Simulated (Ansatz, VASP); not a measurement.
Nb2MoO2: VASP beside Ansatz

The input INCAR:

```
  PREC = Accurate
  ENCUT = 520
  EDIFF = 1E-6
  ISMEAR = 0
  SIGMA = 0.1
  LREAL = False
  LASPH = True
  NELM = 150
  ALGO = Normal
  ISIF = 2
  LWAVE = False
  LCHARG = True
  ISPIN = 2
  MAGMOM = 0 0 1 0 0
  LORBIT = 11
  LMAXMIX = 4
  GGA = PE
  LELF = True
  LVHAR = True
  NBANDS = 38
```

Contents of KPOINTS:

```
Automatic mesh
0
Gamma
  8 8 8
```

Contents of POSCAR:

```
Nb2MoO2
1.0
   -1.7910944729      1.7910944729      4.6994062903
    1.7910944729     -1.7910944729      4.6994062903
    1.7910944729      1.7910944729     -4.6994062903
Nb Mo O
2 1 2
Direct
    0.2500000000      0.7500000000      0.5000000000
    0.7500000000      0.2500000000      0.5000000000
    0.0000000000      0.0000000000      0.0000000000
    0.6260000000      0.6260000000      0.0000000000
    0.3740000000      0.3740000000      0.0000000000
```

Input for Ansatz:

```yaml
crystal:
  lattice:
    - [-1.7910944729, 1.7910944729, 4.6994062903]
    - [1.7910944729, -1.7910944729, 4.6994062903]
    - [1.7910944729, 1.7910944729, -4.6994062903]
  atoms:
    - { symbol: Nb, position: [0.25, 0.75, 0.5] }
    - { symbol: Nb, position: [0.75, 0.25, 0.5] }
    - { symbol: Mo, position: [0.0, 0.0, 0.0], spin: 1.0 }
    - { symbol: O, position: [0.626, 0.626, 0.0] }
    - { symbol: O, position: [0.374, 0.374, 0.0] }
basis:
  ecutwfc: 420
kpoints:
  mp_grid: { grid: [8, 8, 8] }
hamiltonian:
  xc: pbe
scf:
  occupations: { method: gaussian, width: 0.1 }
  lower_state_search: "off"
output:
  forces: true
  stress: true
  eigenvalues: true
  populations: true
magnetization:
  spin_polarized: true
```

Alike in both runs: task single point; functional PBE; k mesh 8 × 8 × 8; occupations gaussian, width 0.1 eV; collinear spin.

|  | VASP | Ansatz |
| --- | --- | --- |
| version | VASP 6.6.1 | Ansatz 0.2.0 |
| potentials or method | VASP PAW PBE potentials, release 64 (Nb_sv, Mo_sv, O), cutoff 520 eV | scalar-relativistic, plane waves, PAW |
| valence electrons in the cell | 52 | 52 |

```csv
,VASP,Ansatz,Ansatz less VASP
gap on the k mesh at the Fermi level (eV),none,none,-
rms of the force components (eV/Å),0.060,0.061,+0.0012
net moment per atom (μB),0.00,0.00,-0.001
```

Atom by atom the forces differ by 0.001 eV/Å (rms over components). A gap of «none» marks a metal or a gap that the smearing closes. The functional is the same, so the differences come from potentials, cutoffs and numerics. Ansatz's warnings: seeded moment not kept.
